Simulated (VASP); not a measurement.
Set up this calculation in VASP 6.6.1, as the native input.

| Item | Value |
| --- | --- |
| Task | single point |
| Functional | PBEsol |
| Potentials or basis | VASP PAW PBE potentials, release 64 (Sc_sv, Al) |
| Cutoff | 520 eV |
| k mesh | 14 × 14 × 14 |
| Occupations | gaussian, width 0.1 eV |
| Spin | no spin polarisation |
| Dipole correction | no |
| Further INCAR settings | ALGO = Fast; EDIFF = 1e-06; NBANDS = 18 |

The structure of ScAl3 lies in POSCAR:

```
ScAl3
1.0
    4.1527245885      0.0000000000      0.0000000000
    0.0000000000      4.0509421231      0.0000000000
    0.0000000000      0.0000000000      4.0509421231
Sc Al
1 3
Direct
    0.0000000000      0.0000000000      0.0000000000
    0.5000000000      0.0000000000      0.5000000000
    0.0000000000      0.5000000000      0.5000000000
    0.5000000000      0.5000000000      0.0000000000
```

This cell differs from its parent crystal: uniaxial strain along a: +2.0 %.

One way to write it, as run:

INCAR

```
PREC = Accurate
ENCUT = 520
EDIFF = 1E-6
ISMEAR = 0
SIGMA = 0.1
LREAL = F
LASPH = T
NELM = 80
ALGO = Fast
ISIF = 2
LWAVE = F
LCHARG = F
GGA = PS
NBANDS = 18
```

KPOINTS

```
Automatic mesh
0
Gamma
  14 14 14
```

Potentials or basis: VASP PAW PBE potentials, release 64 (Sc_sv, Al).

The run is started by

```sh
$ cat potpaw_PBE.64/Sc_sv/POTCAR potpaw_PBE.64/Al/POTCAR > POTCAR
$ mpirun -np 1 vasp_std > vasp.out
```

It gave:

```yaml
Pressure: -0.8 GPa
Band_gap_on_the_k_mesh: zero (bands 10 and 11 overlap by 3.91 eV)
```

Caveat: the cell differs from its parent crystal (uniaxial strain along a: +2.0 %); the PAW data sets were made with another functional, which shifts forces and pressure a little.

Wall time 2.2 min on 1 thread of Intel(R) Xeon(R) 6975P-C (Granite Rapids), with other jobs on the host, peak memory 0.42 GiB.
